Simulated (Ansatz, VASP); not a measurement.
Li: VASP beside Ansatz

```xyz
4
Lattice="4.4544 0.0000 0.0000 0.0000 4.4544 0.0000 0.0000 0.0000 4.4544" Properties=species:S:1:pos:R:3 pbc="T T T"
Li    3.8957    0.5587    2.7859
Li    1.6685    1.6685    1.6685
Li    0.5587    2.7859    3.8957
Li    2.7859    3.8957    0.5587
```

Alike in both runs: task single point; functional revPBE; k mesh 6 × 6 × 6; occupations fermi-dirac, width 0.15 eV; no spin polarisation.

```csv
,VASP,Ansatz
version,VASP 6.6.1,Ansatz 0.2.0
potentials or method,"VASP PAW PBE potentials, release 64 (Li_sv)","plane waves, PAW"
plane-wave cutoff (eV),750,420
valence electrons in the cell,12,12
```

Ansatz gave:

- pressure (GPa): 0.6

Task: Estimate VASP's values.

Result: Pressure (GPa): 0.5.

VASP's potentials were made for PBE, not for revPBE.
